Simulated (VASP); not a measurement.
# Ti2I (Pnnm) in VASP: single point with PBE

Aim: the single point of Ti2I with PBE.

Everything below comes from runs of VASP 6.6.1. Logs are shortened: lines on timing, memory, paths and dates and some standing lists are left out, and cuts for length are marked.

## 1. The cell of the first run

Symmetry: Pnnm, No. 58, orthorhombic system. Conventional cell: a = 6.127 Å, b = 6.673 Å, c = 3.303 Å, α = 90.00°, β = 90.00°, γ = 90.00°. Ti (site symmetry m) has 3 I at 2.66 to 2.76 Å and 3 Ti at 2.72 to 3.30 Å within 3.5 Å. Within 3.5 Å of I (site symmetry 2/m) lie 6 Ti at 2.66 to 2.76 Å and 2 I at 3.30 Å.

## 2. Single point, PBE

INCAR

```
SYSTEM = Ti2I
ALGO = Normal
EDIFF = 1E-6
ENCUT = 520
GGA = PE
ISIF = 2
ISMEAR = 0
LASPH = .TRUE.
LCHARG = .FALSE.
LREAL = .FALSE.
LWAVE = .FALSE.
NBANDS = 40
NELM = 100
PREC = Accurate
SIGMA = 0.1
```

KPOINTS

```
k-points
0
G
  6 6 10
  0 0 0
```

POSCAR

```
Ti2I
1.0
    6.1273135216      0.0000000000      0.0000000000
    0.0000000000      6.6726170302      0.0000000000
    0.0000000000      0.0000000000      3.3033759157
Ti I
4 2
Direct
    0.3311375758      0.8680515712      0.5000000000
    0.8311375758      0.6319484288      0.0000000000
    0.6688624242      0.1319484288      0.5000000000
    0.1688624242      0.3680515712      0.0000000000
    0.5000000000      0.5000000000      0.5000000000
    0.0000000000      0.0000000000      0.0000000000
```

Potentials or basis: VASP PAW PBE potentials, release 64 (Ti_sv, I).

Command:

```
> cat potpaw_PBE.64/Ti_sv/POTCAR potpaw_PBE.64/I/POTCAR > POTCAR
> mpirun -np 1 vasp_std > vasp.out
```

OUTCAR:

```text
SYSTEM = Ti2I
   EDIFF = 1E-6
   ENCUT = 520
   GGA = PE
   ISIF = 2
   ISMEAR = 0
   LASPH = .TRUE.
   LREAL = .FALSE.
   NELM = 100
   PREC = Accurate

 ion  position               nearest neighbor table
   1  0.331  0.868  0.500-   5 2.66   3 2.72   6 2.76   6 2.76
   2  0.831  0.632  0.000-   6 2.66   4 2.72   5 2.76   5 2.76
   3  0.669  0.132  0.500-   5 2.66   1 2.72   6 2.76   6 2.76
   4  0.169  0.368  0.000-   6 2.66   2 2.72   5 2.76   5 2.76
   5  0.500  0.500  0.500-   1 2.66   3 2.66   2 2.76   4 2.76   2 2.76   4 2.76
   6  0.000  0.000  0.000-   2 2.66   4 2.66   3 2.76   1 2.76   1 2.76   3 2.76

  LATTYP: Found a simple orthorhombic cell.
 ALAT       =     3.3033759157
 B/A-ratio  =     1.8548641384
 C/A-ratio  =     2.0199387537

  Lattice vectors:

 A1 = (   0.0000000000,   0.0000000000,   3.3033759157)
 A2 = (   6.1273135216,   0.0000000000,   0.0000000000)
 A3 = (   0.0000000000,   6.6726170302,   0.0000000000)

Analysis of symmetry for initial positions (statically):
=====================================================================
 Subroutine PRICEL returns:
 Original cell was already a primitive cell.

 Routine SETGRP: Setting up the symmetry group for a
 simple orthorhombic supercell.

 Subroutine GETGRP returns: Found  8 space group operations
 (whereof  4 operations were pure point group operations)
 out of a pool of  8 trial point group operations.

The static configuration has the point symmetry C_2h.
 The point group associated with its full space group is D_2h.

Analysis of symmetry for dynamics (positions and initial velocities):
=====================================================================
 Subroutine PRICEL returns:
 Original cell was already a primitive cell.

 Routine SETGRP: Setting up the symmetry group for a
 simple orthorhombic supercell.

 Subroutine GETGRP returns: Found  8 space group operations
 (whereof  4 operations were pure point group operations)
 out of a pool of  8 trial point group operations.

The dynamic configuration has the point symmetry C_2h.
 The point group associated with its full space group is D_2h.

 Subroutine INISYM returns: Found  8 space group operations
 (whereof  4 operations are pure point group operations),
 and found     1 'primitive' translations

----------------------------------------------------------------------------------------

                                     Primitive cell

  volume of cell :     135.0592

  direct lattice vectors                    reciprocal lattice vectors
     6.127313522  0.000000000  0.000000000     0.163203661  0.000000000  0.000000000
     0.000000000  6.672617030  0.000000000     0.000000000  0.149866236  0.000000000
     0.000000000  0.000000000  3.303375916     0.000000000  0.000000000  0.302720618

  length of vectors
     6.127313522  6.672617030  3.303375916     0.163203661  0.149866236  0.302720618

  position of ions in fractional coordinates (direct lattice)
     0.331137576  0.868051571  0.500000000
     0.831137576  0.631948429  0.000000000
     0.668862424  0.131948429  0.500000000
     0.168862424  0.368051571  0.000000000
     0.500000000  0.500000000  0.500000000
     0.000000000  0.000000000  0.000000000

  ion indices of the primitive-cell ions
   primitive index   ion index
                 1           1
                 2           2
                 3           3
                 4           4
                 5           5
                 6           6

----------------------------------------------------------------------------------------

 KPOINTS: k-points

Automatic generation of k-mesh.
 Grid dimensions read from file:
 generate k-points for:    6    6   10

 Generating k-lattice:

  Cartesian coordinates                     Fractional coordinates (reciprocal lattice)
     0.027200610  0.000000000  0.000000000     0.166666667  0.000000000  0.000000000
     0.000000000  0.024977706  0.000000000     0.000000000  0.166666667  0.000000000
     0.000000000  0.000000000  0.030272062     0.000000000  0.000000000  0.100000000

  Length of vectors
     0.027200610  0.024977706  0.030272062

  Shift w.r.t. Gamma in fractional coordinates (k-lattice)
     0.000000000  0.000000000  0.000000000

 Subroutine IBZKPT returns following result:
 ===========================================

 Found     96 irreducible k-points:

 Following reciprocal coordinates:
            Coordinates               Weight
  0.000000  0.000000  0.000000      1.000000
  0.166667  0.000000  0.000000      2.000000
  0.333333  0.000000  0.000000      2.000000
  0.500000  0.000000  0.000000      1.000000
  0.000000  0.166667  0.000000      2.000000
  0.166667  0.166667  0.000000      4.000000
[... 16 lines left out ...]
  0.333333  0.166667  0.100000      8.000000
  0.500000  0.166667  0.100000      4.000000
 [... further k-points ...]
   k-points           NKPTS =     96   k-points in BZ     NKDIM =     96   number of bands    NBANDS=     40
   number of dos      NEDOS =    301   number of ions     NIONS =      6
   total plane-waves  NPLWV =  67200
   dimension x,y,z NGX =    48 NGY =   50 NGZ =   28
   dimension x,y,z NGXF=    96 NGYF=  100 NGZF=   56
   ions per type =               4   2
   NGX,Y,Z   is equivalent  to a cutoff of  13.02, 12.46, 14.09 a.u.
   NGXF,Y,Z  is equivalent  to a cutoff of  26.05, 24.91, 28.18 a.u.
 SYSTEM =  Ti2I
   PREC   = accura    normal or accurate (medium, high low for compatibility)
   ISTART =      0    job   : 0-new  1-cont  2-samecut
   ICHARG =      2    charge: 1-file 2-atom 10-const
   ISPIN  =      1    spin polarized calculation?
   LNONCOLLINEAR =      F non collinear calculations
   LSORBIT =      F    spin-orbit coupling
   LASPH  =      T    aspherical Exc in radial PAW
   ENCUT  =  520.0 eV  38.22 Ry    6.18 a.u.  11.39 12.41  6.14*2*pi/ulx,y,z
   NELM   =    100;   NELMIN=  2; NELMDL= -5     # of ELM steps
   EDIFF  = 0.1E-05   stopping-criterion for ELM
   LREAL  =      F    real-space projection
   EDIFFG = 0.1E-04   stopping-criterion for IOM
   NSW    =      0    number of steps for IOM
   IBRION =     -1    ionic relax: 0-MD 1-quasi-New 2-CG
   NFREE  =      0    steps in history (QN), initial steepest desc. (CG)
   ISIF   =      2    stress and relaxation
   ISYM   =      2    0-nonsym 1-usesym 2-fastsym
   POTIM  = 0.5000    time-step for ionic-motion
   TEBEG  =    0.0;   TEEND  =   0.0 temperature during run
   PSTRESS=    0.0 pullay stress
   NELECT =      62.0000    total number of electrons
   NUPDOWN=      -1.0000    fix difference up-down
   EMIN   =  10.00;   EMAX   =-10.00  energy-range for DOS
   EFERMI =   0.00;   METHOD = LEGACY
   ISMEAR =     0;   SIGMA  =   0.10  broadening in eV -4-tet -1-fermi 0-gaus
   EFERMI_NEDOS =   21; number of points for ismear=-14 and -15
   IALGO  =     38    algorithm
   IMIX   =      4    mixing-type and parameters
     AMIX     =   0.40;   BMIX     =  1.00
     AMIX_MAG =   1.60;   BMIX_MAG =  1.00
  volume/ion in A,a.u.               =      22.51       151.90
  Fermi-wavevector in a.u.,A,eV,Ry     =   1.262885  2.386507 21.699655  1.594880
  Thomas-Fermi vector in A             =   2.396271
   LORBIT       =      0    0 simple, 1 ext, 2 COOP (PROOUT), +10 PAW based schemes
   GGA     = PE    functional components
   LHFCALC =     F    Hartree Fock is set to
   AEXX    =    0.0000 exact exchange contribution
   IVDW    =     0    specifies the selected vdW correction
   LEPSILON=     F    determine dielectric tensor
   LRPA    =     F    only Hartree local field effects (RPA)
 non-spin polarized calculation
 Gauss-broadening in eV      SIGMA  =   0.10
  energy-cutoff  :      520.00
  volume of cell :      135.06
 maximum number of plane-waves:      3682
 NGX is ok and might be reduce to    48
   NGX = 23   NGY = 25   NGZ = 13

 number of electron      61.9999996 magnetization

 Free energy of the ion-electron system (eV)
  ---------------------------------------------------
  ext. energy  EPLUGINS =         0.00000000
  ---------------------------------------------------
  free energy    TOTEN  =       -30.78975624 eV

  energy without entropy =      -30.75148383  energy(sigma->0) =      -30.77062004

 E-fermi :   8.3271     XC(G=0): -10.4947

 val. band max:        8.3267153773   @ k =   0.5000   0.1667   0.2000
 cond. band min:       8.3329114200   @ k =   0.0000   0.5000   0.1000
 fundamental gap:      0.0061960428
 Fermi energy:         8.3270716060

 k-point     1 :       0.0000    0.0000    0.0000
  band No.  band energies     occupation
      1     -48.8854      2.00000
      2     -48.8805      2.00000
      3     -48.8416      2.00000
      4     -48.8413      2.00000
      5     -25.3422      2.00000
      6     -25.3364      2.00000
[... 32 lines left out ...]
     39       9.8220      0.00000
     40       9.9421      0.00000

 k-point     2 :       0.1667    0.0000    0.0000
  band No.  band energies     occupation
      1     -48.8851      2.00000
      2     -48.8809      2.00000
      3     -48.8416      2.00000
      4     -48.8414      2.00000
      5     -25.3439      2.00000
      6     -25.3437      2.00000
[... 32 lines left out ...]
     39       9.6597      0.00000
     40       9.9117      0.00000

 k-point     3 :       0.3333    0.0000    0.0000
  band No.  band energies     occupation
      1     -48.8842      2.00000
      2     -48.8817      2.00000
      3     -48.8416      2.00000
      4     -48.8415      2.00000
      5     -25.3484      2.00000
      6     -25.3470      2.00000
[... 32 lines left out ...]
     39       9.6653      0.00000
     40       9.9805      0.00000

 k-point     4 :       0.5000    0.0000    0.0000
  band No.  band energies     occupation
      1     -48.8829      2.00000
      2     -48.8829      2.00000
      3     -48.8415      2.00000
      4     -48.8415      2.00000
      5     -25.3493      2.00000
      6     -25.3493      2.00000
[... 32 lines left out ...]
     39       9.8599      0.00000
     40       9.8695      0.00000
[... 772 lines left out ...]
     39       9.5764      0.00000
     40       9.9701      0.00000

 k-point    23 :       0.3333    0.1667    0.1000
  band No.  band energies     occupation
      1     -48.8831      2.00000
      2     -48.8811      2.00000
      3     -48.8408      2.00000
      4     -48.8407      2.00000
      5     -25.3462      2.00000
      6     -25.3440      2.00000
[... 32 lines left out ...]
     39       9.6392      0.00000
     40       9.9600      0.00000

 k-point    24 :       0.5000    0.1667    0.1000
  band No.  band energies     occupation
      1     -48.8821      2.00000
      2     -48.8821      2.00000
      3     -48.8407      2.00000
      4     -48.8407      2.00000
      5     -25.3463      2.00000
      6     -25.3463      2.00000
[... 32 lines left out ...]
     39       9.8657      0.00000
     40       9.8658      0.00000

 [... further k-points ...]

------------------------ aborting loop because EDIFF is reached ----------------------------------------

  FORCE on cell =-STRESS in cart. coord.  units (eV):
  Direction    XX          YY          ZZ          XY          YZ          ZX
  --------------------------------------------------------------------------------------
  -------------------------------------------------------------------------------------
  Total       -0.0138652     -0.0101490     -0.0062695      0.0000000      0.0000000      0.0000000
  in kB       -0.1644795     -0.1203947     -0.0743742      0.0000000      0.0000000      0.0000000
  external PRESSURE =      -0.1197495 kB  Pullay stress =       0.0000000 kB

 VOLUME and BASIS-vectors are now :
 -----------------------------------------------------------------------------
  energy-cutoff  :      520.00
  volume of cell :      135.06
      direct lattice vectors                 reciprocal lattice vectors
     6.127313522  0.000000000  0.000000000     0.163203661  0.000000000  0.000000000
     0.000000000  6.672617030  0.000000000     0.000000000  0.149866236  0.000000000
     0.000000000  0.000000000  3.303375916     0.000000000  0.000000000  0.302720618

 POSITION                                       TOTAL-FORCE (eV/Angst)
 -----------------------------------------------------------------------------------
      2.02898      5.79218      1.65169        -0.008892     -0.002510      0.000000
      5.09264      4.21675      0.00000        -0.008892      0.002510      0.000000
      4.09833      0.88044      1.65169         0.008892      0.002510      0.000000
      1.03467      2.45587      0.00000         0.008892     -0.002510      0.000000
      3.06366      3.33631      1.65169         0.000000      0.000000      0.000000
      0.00000      0.00000      0.00000         0.000000      0.000000      0.000000
 -----------------------------------------------------------------------------------
    total drift:                                0.000000      0.000000     -0.000000

  FREE ENERGIE OF THE ION-ELECTRON SYSTEM (eV)
  ---------------------------------------------------
  free  energy   TOTEN  =       -30.7897562413 eV

  energy  without entropy=      -30.7514838314  energy(sigma->0) =      -30.77062004
```

It took 5.4 min on 1 thread of Intel Xeon Platinum 8488C (Sapphire Rapids), shared host; peak memory 0.52 GiB.

What came out:

```yaml
Free_energy: -30.7898 eV
Pressure: 0.0 GPa
Largest_force: 0.009 eV/Å
Band_gap_on_the_k_mesh: zero (bands 31 and 32 overlap by 0.72 eV)
```

Forces in eV/Å, atoms in the order of the input:
```
Ti  -0.009 -0.003  0.000
Ti  -0.009  0.003  0.000
Ti   0.009  0.003  0.000
Ti   0.009 -0.003  0.000
I    0.000  0.000  0.000
I    0.000  0.000  0.000
```

Caveat: spin-orbit coupling is left out, which moves the levels of the heavy elements.
